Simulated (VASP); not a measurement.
Write the native input for VASP 6.6.1 that does the following.

```yaml
Task: single point
Functional: PBE
Potentials_or_basis: VASP PAW PBE potentials, release 64 (Hf_pv, O)
Cutoff: 520 eV
k_mesh: 4 × 4 × 4
Occupations: gaussian, width 0.01 eV
Spin: no spin polarisation
Dipole_correction: no
Further_INCAR_settings: ALGO = Normal; EDIFF = 1e-06; NBANDS = 56
```

The structure of HfO2 lies in POSCAR:

```
HfO2
1.0
    5.2935978624      0.0000000000      0.0000000000
    0.0000000000      5.0690867731      0.0000000000
    0.0000000000      0.0000000000      5.1010986918
Hf O
4 8
Direct
    0.0325976146      0.2663008257      0.2400053187
    0.4674023854      0.2663008257      0.7400053187
    0.5325976146      0.7336991743      0.2400053187
    0.9674023854      0.7336991743      0.7400053187
    0.3654193091      0.0676202789      0.3831520998
    0.1345806909      0.0676202789      0.8831520998
    0.7292211221      0.4627905563      0.4898425815
    0.7707788779      0.4627905563      0.9898425815
    0.2707788779      0.5372094437      0.9898425815
    0.2292211221      0.5372094437      0.4898425815
    0.8654193091      0.9323797211      0.3831520998
    0.6345806909      0.9323797211      0.8831520998
```

The input as run:

INCAR

```
SYSTEM = HfO2
ALGO     = Normal         ! electronic algorithm
EDIFF    = 1E-6           ! SCF threshold, eV
ENCUT    = 520            ! plane-wave cutoff, eV
GGA      = PE             ! functional
ISIF     = 2              ! what is computed and relaxed
ISMEAR   = 0              ! smearing method
LASPH    = .TRUE.         ! aspherical terms in the spheres
LCHARG   = .TRUE.         ! write CHGCAR
LELF     = .TRUE.         ! ELF
LREAL    = .FALSE.        ! projectors in reciprocal space
LVHAR    = .TRUE.       
LWAVE    = .FALSE.        ! write WAVECAR
NBANDS   = 56             ! bands
NELM     = 100            ! most SCF steps
PREC     = Accurate       ! precision mode
SIGMA    = 0.01           ! smearing width, eV
```

KPOINTS

```
k-points
0
G
  4 4 4
  0 0 0
```

Potentials or basis: VASP PAW PBE potentials, release 64 (Hf_pv, O).

Run with:

```bash
$ cat potpaw_PBE.64/Hf_pv/POTCAR potpaw_PBE.64/O/POTCAR > POTCAR
$ mpirun -np 1 vasp_std > vasp.out
```

It gave:

* Pressure: -3.1 GPa
* Largest force: 0.058 eV/Å
* Band gap on the k mesh: 4.36 eV (least direct gap 4.57 eV)

Caveat: the cell stands under tension; spin-orbit coupling is left out, which moves the levels of the heavy elements.

Wall time 110 s on 1 thread of AMD EPYC 9R45 96-Core Processor (Zen 5) (shared host), peak memory 0.3 GiB.
